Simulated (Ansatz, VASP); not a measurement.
# Two plane-wave programs on Tl3I2

```
Tl I
1.0
     4.75128    0.00000    0.00000
    -2.37564    4.11473    0.00000
     0.00000    0.00000   10.88830
Tl I
3 2
Cartesian
  0.0000 0.0000 0.0000
  0.0000 2.7432 6.4956
  2.3756 1.3716 4.3927
  0.0000 2.7432 2.2182
  2.3756 1.3716 8.6701
```

Alike in both runs: functional PBE; k mesh 12 × 12 × 4; occupations gaussian, width 0.1 eV; no spin polarisation.

Ansatz relaxed the structure, and its values are those at the end. VASP's run is a single point on that final structure, the one shown.

|  | VASP | Ansatz |
| --- | --- | --- |
| version | VASP 6.6.1 | Ansatz 0.2.0 |
| potentials or method | VASP PAW PBE potentials, release 64 (Tl_d, I), cutoff 500 eV | scalar-relativistic, plane waves, PAW |
| valence electrons in the cell | 53 | 73 |

|  | VASP | Ansatz | Ansatz less VASP |
| --- | --- | --- | --- |
| gap on the k mesh at the Fermi level (eV) | none | none | - |
| pressure (GPa) | 0.0 | 0.0 | +0.02 |

A gap of «none» marks a metal or a gap that the smearing closes. VASP's potentials hold 53 valence electrons a cell and Ansatz's 73, so a difference there can come from the potentials and not from the codes.

Neither program's run includes spin-orbit coupling.
